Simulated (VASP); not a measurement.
A run of VASP 6.6.1:

The input POSCAR:

```
Al
1.0
    0.0000000000      1.9966927595      1.9966927595
    1.9966927595      0.0000000000      1.9966927595
    1.9966927595      1.9966927595      0.0000000000
Al
1
Direct
    0.0000000000      0.0000000000      0.0000000000
```

Contents of INCAR.step1:

```
ALGO = Normal ; EDIFF = 1E-4
ENCUT = 520 ; GGA = PE
ISMEAR = 0 ; LASPH = T
LCHARG = F ; LREAL = F
LWAVE = T ; NBANDS = 8
NELM = 80 ; PREC = Accurate
SIGMA = 1.0
```

The input INCAR.step2:

```
ALGO = Normal ; EDIFF = 1E-6
ENCUT = 520 ; ISIF = 2
ISMEAR = 0 ; ISTART = 1
LASPH = T ; LCHARG = F
LMIXTAU = T ; LREAL = F
LWAVE = F ; METAGGA = R2SCAN
NBANDS = 8 ; NELM = 80
PREC = Accurate ; SIGMA = 1.0
```

Contents of KPOINTS:

```
k-points
0
Gamma
  14 14 14
```

Potentials or basis: VASP PAW PBE potentials, release 64 (Al).

Launch:

```bash
$ cat potpaw_PBE.64/Al/POTCAR > POTCAR
$ cp INCAR.step1 INCAR
$ mpirun -np 1 vasp_std > vasp.out
$ cp INCAR.step2 INCAR
$ mpirun -np 1 vasp_std > vasp.out
```

Hardware: 1 thread of Intel(R) Xeon(R) Platinum 8488C (Sapphire Rapids), with other jobs on the host.

Q: Estimate the wall time of this run.

A: Run time: 23 s on 1 thread of Intel(R) Xeon(R) Platinum 8488C (Sapphire Rapids) (shared host), peak memory 0.13 GiB. Counts: k points 104.
